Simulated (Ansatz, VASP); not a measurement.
## Two plane-wave programs on Al2Cu

```xyz
6
Lattice="-2.9066 2.9066 2.3897 2.9066 -2.9066 2.3897 2.9066 2.9066 -2.3897" Properties=species:S:1:pos:R:3 pbc="T T T"
Al    3.8328    0.9262    0.0000
Al    1.9804    0.9262    2.3896
Al   -0.9262    1.9804    2.3897
Al    0.9262    1.9804    0.0000
Cu    0.0000    0.0000    3.5845
Cu    0.0000    0.0000    1.1948
```

Alike in both runs: task single point; functional PBEsol; k mesh 10 × 10 × 10; occupations gaussian, width 0.15 eV; no spin polarisation.

```csv
,VASP,Ansatz
version,VASP 6.6.1,Ansatz 0.2.0
potentials or method,"VASP PAW PBE potentials, release 64 (Al, Cu), cutoff 520 eV","scalar-relativistic, plane waves, PAW"
valence electrons in the cell,34,50
```

```tsv
	VASP	Ansatz	Ansatz less VASP
gap on the k mesh at the Fermi level (eV)	none	none	-
pressure (GPa)	9.0	9.2	+0.14
traceless stress, the component that is largest in VASP (GPa)	-2.30	-2.35	-0.050
rms of the force components (eV/Å)	0.004	0.005	+0.0009
```

VASP's potentials were made for PBE, not for PBEsol, and Ansatz warns of the same on its side. Atom by atom the forces differ by 0.001 eV/Å (rms over components). A gap of «none» marks a metal or a gap that the smearing closes. The functional is the same, so the differences come from potentials, cutoffs and numerics. VASP's potentials hold 34 valence electrons a cell and Ansatz's 50, so a difference there can come from the potentials and not from the codes.
